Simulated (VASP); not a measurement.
P: single point with r2SCAN+rVV10

The system is P.

```xyz
4
Lattice="1.6477 -5.4650 0.0000 1.6477 5.4650 0.0000 0.0000 0.0000 4.5436" Properties=species:S:1:pos:R:3 pbc="T T T"
P     1.6477   -4.4173    2.6754
P     1.6477    4.4173    1.8683
P     1.6477   -1.0477    0.4035
P     1.6477    1.0477    4.1401
```

```json
{
  "Program": "VASP 6.6.1",
  "Task": "single point",
  "Functional": "r2SCAN",
  "Dispersion": "rVV10",
  "Potentials or basis": "VASP PAW PBE potentials, release 64 (P)",
  "Cutoff": "520 eV",
  "k mesh": "8 × 8 × 6",
  "Occupations": "fermi-dirac, width 0.05 eV",
  "Spin": "no spin polarisation",
  "Dipole correction": "no",
  "Further INCAR settings": "ALGO = Normal; EDIFF = 1e-06; NBANDS = 18"
}
```

- Pressure: -0.6 GPa
- Largest force: 0.048 eV/Å
- Band gap on the k mesh: 0.23 eV

Forces in eV/Å, atoms in the order of the input:
```
P    0.000  0.036 -0.032
P    0.000 -0.036  0.032
P    0.000 -0.036 -0.032
P    0.000  0.036  0.032
```

Levels at points of the mesh, in eV from the valence-band top:
```tsv
k point	band 7	band 8	band 9	band 10	band 11	band 12	band 13	band 14
(0.00, 0.00, 0.00)	-4.34	-2.94	-2.77	-1.30	0.67	1.24	2.14	3.00
(0.50, 0.00, 0.00)	-3.59	-3.59	-2.75	-2.75	0.84	0.84	1.64	1.64
(0.50, 0.50, 0.00)	-4.44	-2.61	-1.69	0.00	0.23	0.99	2.38	2.88
(0.00, 0.00, 0.50)	-3.51	-3.51	-1.76	-1.76	1.69	1.69	3.08	3.08
(0.50, 0.00, 0.50)	-5.52	-5.52	-1.93	-1.93	1.84	1.84	3.66	3.66
(0.50, 0.50, 0.50)	-2.95	-2.95	-2.07	-2.07	1.63	1.63	2.82	2.82
```

Run time: 4.7 min on 1 thread of Intel(R) Xeon(R) 6975P-C (Granite Rapids), on a shared host, peak memory 0.52 GiB.

Caveat: semilocal functionals underestimate gaps, and a narrow one can read as zero; the PAW data sets were made with another functional, which shifts forces and pressure a little. A k mesh can miss the band edges.
